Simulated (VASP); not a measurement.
Wanted: the native input for a VASP 6.6.1 run.

| Quantity | Value |
| --- | --- |
| Task | single point |
| Functional | r2SCAN |
| Potentials or basis | VASP PAW PBE potentials, release 64 (Ca_sv, O) |
| Cutoff | 520 eV |
| k mesh | 12 × 12 × 12 |
| Occupations | fermi-dirac, width 0.1 eV |
| Spin | no spin polarisation |
| Dipole correction | no |
| Further INCAR settings | ALGO = Normal; EDIFF = 1e-06; NBANDS = 15 |

Crystal: CaO (rock salt type).

```
Ca O
1.0
     0.00000    2.34936    2.34936
     2.34936    0.00000    2.34936
     2.34936    2.34936    0.00000
Ca O
1 1
Direct
  0.00000 0.00000 0.00000
  0.50000 0.50000 0.50000
```

The input as run:

POSCAR

```
CaO
1.0
    0.0000000000      2.3493640320      2.3493640320
    2.3493640320      0.0000000000      2.3493640320
    2.3493640320      2.3493640320      0.0000000000
Ca O
1 1
Direct
    0.0000000000      0.0000000000      0.0000000000
    0.5000000000      0.5000000000      0.5000000000
```

INCAR.step1

```
  PREC = Accurate
  ENCUT = 520
  ISMEAR = -1
  SIGMA = 0.1
  LREAL = F
  LASPH = T
  NELM = 80
  NBANDS = 15
  GGA = PE
  ALGO = Normal
  EDIFF = 1E-4
  LWAVE = T
  LCHARG = F
```

INCAR.step2

```
  PREC = Accurate
  ENCUT = 520
  EDIFF = 1E-6
  ISMEAR = -1
  SIGMA = 0.1
  LREAL = F
  LASPH = T
  NELM = 80
  ALGO = Normal
  ISIF = 2
  LWAVE = F
  LCHARG = F
  METAGGA = R2SCAN
  LMIXTAU = T
  NBANDS = 15
  ISTART = 1
```

KPOINTS

```
regular mesh
0
Gamma
  12 12 12
```

Potentials or basis: VASP PAW PBE potentials, release 64 (Ca_sv, O).

Run with:

```bash
$ cat potpaw_PBE.64/Ca_sv/POTCAR potpaw_PBE.64/O/POTCAR > POTCAR
$ cp INCAR.step1 INCAR
$ mpirun -np 1 vasp_std > vasp.out
$ cp INCAR.step2 INCAR
$ mpirun -np 1 vasp_std > vasp.out
```

Results of the run:

| Quantity | Value |
| --- | --- |
| Pressure | 9.6 GPa |
| Band gap on the k mesh | 4.16 eV (least direct gap 4.51 eV) |

Caveat: the cell stands under pressure; the PAW data sets were made with another functional, which shifts forces and pressure a little.

Run time: 120 s on 1 thread of Intel(R) Xeon(R) Platinum 8259CL CPU @ 2.50GHz (Skylake/Cascade Lake), on a shared host, peak memory 0.18 GiB.
